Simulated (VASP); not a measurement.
Ba7LiTi8O23 (a cell with a defect): single point with PBEsol

The system is Ba7LiTi8O23 (a cell with a defect).

```
Ba Li Ti O
1.0
     7.94042    0.00000    0.00000
     0.00000    7.94042    0.00000
     0.00000    0.00000    7.94042
Ba Li Ti O
7 1 8 23
Direct
  0.00067 0.00097 0.00119
  0.99943 0.00116 0.50213
  0.99659 0.50473 0.00093
  0.00915 0.50648 0.50118
  0.50087 0.99896 0.00048
  0.50241 0.99886 0.50120
  0.50170 0.50526 0.00237
  0.62707 0.50446 0.49986
  0.26199 0.26323 0.26552
  0.25978 0.26037 0.73247
  0.25956 0.75896 0.25521
  0.25943 0.75473 0.75219
  0.75673 0.25769 0.25299
  0.75323 0.25820 0.75163
  0.75282 0.75443 0.25791
  0.75212 0.75440 0.75324
  0.23577 0.23824 0.49947
  0.24308 0.74702 0.99893
  0.24273 0.75382 0.49616
  0.74507 0.25068 0.00016
  0.74212 0.25436 0.49708
  0.74584 0.74654 0.99495
  0.73999 0.74123 0.49673
  0.99257 0.24936 0.24666
  0.99204 0.24880 0.75299
  0.98959 0.74696 0.25034
  0.98990 0.74570 0.74578
  0.48947 0.24461 0.23907
  0.49002 0.24322 0.76066
  0.49373 0.75210 0.24480
  0.49314 0.75092 0.75114
  0.24432 0.99713 0.24435
  0.24370 0.99693 0.75448
  0.24180 0.49222 0.23852
  0.24154 0.49267 0.76030
  0.74565 0.99555 0.25184
  0.74469 0.99564 0.74544
  0.74116 0.49760 0.25526
  0.73962 0.49658 0.74094
```

| Quantity | Value |
| --- | --- |
| Program | VASP 6.6.1 |
| Task | single point |
| Functional | PBEsol |
| Potentials or basis | VASP PAW PBE potentials, release 64 (Ba_sv, Li_sv, Ti_sv, O) |
| Cutoff | 520 eV |
| k mesh | 1 × 1 × 1, shifted |
| Occupations | fermi-dirac, width 0.05 eV |
| Spin | no spin polarisation |

The largest force is 0.241 eV/Å.

Forces on the atoms (eV/Å):
```
Ba  -0.084 -0.016 -0.029
Ba  -0.108 -0.052 -0.039
Ba  -0.044 -0.016 -0.013
Ba  -0.065 -0.046 -0.042
Ba   0.044  0.002  0.024
Ba  -0.005 -0.015 -0.034
Ba   0.006 -0.035 -0.075
Li   0.001  0.002  0.007
Ti  -0.124 -0.156  0.136
Ti   0.092  0.070  0.071
Ti  -0.038 -0.205 -0.097
Ti  -0.084  0.028 -0.087
Ti  -0.198 -0.087 -0.075
Ti   0.012 -0.127 -0.043
Ti  -0.117 -0.137 -0.148
Ti  -0.027 -0.098 -0.133
O    0.069  0.056 -0.003
O    0.050  0.026 -0.154
O    0.065 -0.027  0.229
O    0.007  0.040 -0.168
O   -0.033  0.053  0.226
O    0.014  0.029  0.114
O   -0.004 -0.015  0.141
O    0.140  0.023 -0.004
O    0.068  0.057  0.000
O    0.112  0.022  0.013
O    0.092  0.061  0.043
O    0.093  0.018 -0.002
O   -0.112  0.076 -0.037
O   -0.001  0.001  0.064
O   -0.041 -0.014 -0.014
O    0.020  0.119  0.008
O    0.053  0.038  0.014
O    0.031  0.127  0.008
O    0.064 -0.077 -0.008
O    0.007  0.098  0.026
O    0.039  0.088  0.034
O    0.002  0.039  0.058
O    0.002  0.049 -0.013
```

Levels at points of the mesh, in eV from the Fermi level:
| k point | band 151 | band 152 | band 153 | band 154 | band 155 | band 156 | band 157 | band 158 |
| --- | --- | --- | --- | --- | --- | --- | --- | --- |
| (0.25, 0.25, 0.25) | -2.80 | -2.74 | -2.69 | -0.13 | 0.16 | 0.27 | 0.32 | 0.34 |

Run time: 30 min on 1 thread of Intel Xeon 8259CL (shared host), peak memory 0.64 GiB.

Caveat: the cell carries a net charge on a neutralising background, which shifts energy and pressure; the cell is charged against a uniform background, so pressure and absolute levels hang on convention; the PAW data sets were made with another functional, which shifts forces and pressure a little; spin-orbit coupling is left out, which moves the levels of the heavy elements.
